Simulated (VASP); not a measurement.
**Mo: single point with PBE**

Crystal: Mo.

```
Mo
1.0
    -1.65923    1.65923    1.54071
     1.65923   -1.65923    1.54071
     1.65923    1.65923   -1.54071
Mo
1
Cartesian
  0.0000 0.0000 0.0000
```

This cell differs from its parent crystal: strain +0.050 along x and y, -0.025 along z.

```json
{
  "Program": "VASP 6.6.1",
  "Task": "single point",
  "Functional": "PBE",
  "Potentials or basis": "VASP PAW PBE potentials, release 64 (Mo_sv)",
  "Cutoff": "520 eV",
  "k mesh": "26 × 26 × 26",
  "Occupations": "gaussian, width 0.15 eV",
  "Spin": "no spin polarisation"
}
```

```json
{
 "Pressure": "-14.9 GPa",
 "Band gap on the k mesh": "zero (bands 7 and 8 overlap by 4.63 eV)"
}
```

Stress tensor (GPa, compression positive):
```
-21.11   0.00   0.00
  0.00 -21.11   0.00
  0.00   0.00  -2.39
```

Levels at points of the mesh, in eV from the Fermi level:
```csv
k point,band 4,band 5,band 6,band 7,band 8,band 9,band 10,band 11
"(0.00, 0.00, 0.00)",-34.67,-6.93,-1.69,-0.89,-0.89,0.97,1.98,14.30
"(0.50, 0.00, 0.00)",-34.73,-4.85,-3.27,1.51,1.58,2.58,4.20,10.70
"(0.50, 0.50, 0.00)",-34.68,-4.79,-2.42,0.85,1.02,1.77,4.11,10.02
"(0.50, 0.50, 0.50)",-35.31,-4.90,-4.74,3.49,3.49,3.71,7.84,7.84
```

Wall time 4.8 min on 1 thread of AMD EPYC 9R14 (Zen 4), on a shared host, peak memory 0.33 GiB.

Caveat: the cell differs from its parent crystal (strain +0.050 along x and y, -0.025 along z); the cell stands under tension.
